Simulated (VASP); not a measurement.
The system is NaLa3.

```xyz
4
Lattice="5.2563 0.0000 0.0000 0.0000 5.2563 0.0000 0.0000 0.0000 5.2563" Properties=species:S:1:pos:R:3 pbc="T T T"
Na    0.0000    0.0000    0.0000
La    2.6281    0.0000    2.6281
La    0.0000    2.6281    2.6281
La    2.6281    2.6281    0.0000
```

```yaml
Program: VASP 6.6.1
Task: relaxation of cell and atoms
Functional: PBEsol
Potentials_or_basis: VASP PAW PBE potentials, release 64 (Na_pv, La)
Cutoff: 600 eV
k_mesh: 4 × 4 × 4
Occupations: methfessel-paxton, width 0.1 eV
Spin: no spin polarisation
```

At the start: pressure -1.7 GPa; volume 36.31 Å³/atom.

Q: Where does the relaxation end?

A: Over 3 steps the energy falls by 13.1 meV/atom and the volume is 33.93 Å³/atom (-6.5 %); space group Pm-3m (No. 221, to 0.1 Å) before and after.

The path:
```tsv
step	energy change (eV)	largest force (eV/Å)	pressure (GPa)	volume (Å³)
1	0.0000	0.0000	-1.66	145.22
2	-0.0503	0.0000	-0.36	137.48
3	-0.0525	0.0000	-0.03	135.74
```

Final structure:
```
Na La
1.0
     5.13923    0.00000    0.00000
     0.00000    5.13923    0.00000
     0.00000    0.00000    5.13923
Na La
1 3
Direct
  0.00000 0.00000 0.00000
  0.50000 0.00000 0.50000
  0.00000 0.50000 0.50000
  0.50000 0.50000 0.00000
```

Caveat: the PAW data sets were made with another functional, which shifts forces and pressure a little.
